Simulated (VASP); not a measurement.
**ScIn3As2: relaxation of cell and atoms with PBE**

ScIn3As2:

```
CELL_PARAMETERS angstrom
5.69945 0.00000 0.00000
-2.84972 4.93587 0.00000
0.00000 0.00000 5.26476
ATOMIC_POSITIONS crystal
Sc 0.00000 0.00000 0.00000
In 0.50000 0.00000 0.50000
In 0.00000 0.50000 0.50000
In 0.50000 0.50000 0.50000
As 0.33333 0.66667 0.00000
As 0.66667 0.33333 0.00000
```

The cell was built from a structure type or drawn by symmetry, and may not be a known phase.

```yaml
Program: VASP 6.6.1
Task: relaxation of cell and atoms
Functional: PBE
Potentials_or_basis: VASP PAW PBE potentials, release 64 (Sc_sv, In_d, As)
Cutoff: 600 eV
k_mesh: 6 × 6 × 4
Occupations: gaussian, width 0.1 eV
Spin: no spin polarisation
Dipole_correction: no
Further_INCAR_settings: ALGO = Fast; EDIFF = 1e-06; IBRION = 2; EDIFFG = -0.04; NSW = 90; ISIF = 3
```

| Property | Result |
| --- | --- |
| Relaxed volume | 24.87 Å³/atom |
| Relaxed cell | a = 5.762 Å, b = 5.762 Å, c = 5.189 Å, α = 90.00°, β = 90.00°, γ = 120.00° |
| Space group after relaxing (to 0.1 Å) | P6/mmm (No. 191) |
| Energy gained by relaxing | 1.9 meV/atom |
| Ionic steps | 5 |
| Pressure after relaxing | 0.0 GPa |
| Band gap on the k mesh | zero (bands 30 and 31 overlap by 1.53 eV) |

Stress tensor (GPa, compression positive):
```
 0.02  0.00  0.00
 0.00  0.02  0.00
 0.00  0.00 -0.14
```

The path:
```
step  energy change (eV)  largest force (eV/Å)  pressure (GPa)  volume (Å³)
   1              0.0000                0.0000            0.48       148.11
   2             -0.0062                0.0000           -0.14       149.68
   3             -0.0065                0.0000           -0.30       150.16
   4             -0.0098                0.0000           -0.16       149.65
   5             -0.0113                0.0000           -0.04       149.20
```

Final structure:
```
Sc In As
1.0
     5.76186    0.00000    0.00000
    -2.88093    4.98991    0.00000
     0.00000    0.00000    5.18935
Sc In As
1 3 2
Direct
  0.00000 0.00000 0.00000
  0.50000 0.00000 0.50000
  0.00000 0.50000 0.50000
  0.50000 0.50000 0.50000
  0.33333 0.66667 0.00000
  0.66667 0.33333 0.00000
```

Levels at points of the mesh, in eV from the Fermi level:
```tsv
k point	band 26	band 27	band 28	band 29	band 30	band 31	band 32	band 33	band 34	band 35
(0.00, 0.00, 0.00)	-2.44	-2.44	-2.21	-0.95	0.06	0.20	0.20	0.47	0.47	1.11
(0.50, 0.00, 0.00)	-3.45	-2.75	-1.10	-0.89	-0.61	-0.39	0.08	0.74	0.92	1.78
(0.00, 0.00, 0.50)	-2.38	-2.38	-1.64	-1.64	-0.90	-0.90	0.00	0.57	1.06	1.67
(0.50, 0.00, 0.50)	-3.49	-2.78	-0.69	-0.57	0.59	0.70	0.79	0.87	1.05	1.86
```

Wall time 7.3 min on 1 thread of Intel(R) Xeon(R) 6975P-C (Granite Rapids), with other jobs on the host, peak memory 0.41 GiB.

Caveat: spin-orbit coupling is left out, which moves the levels of the heavy elements.
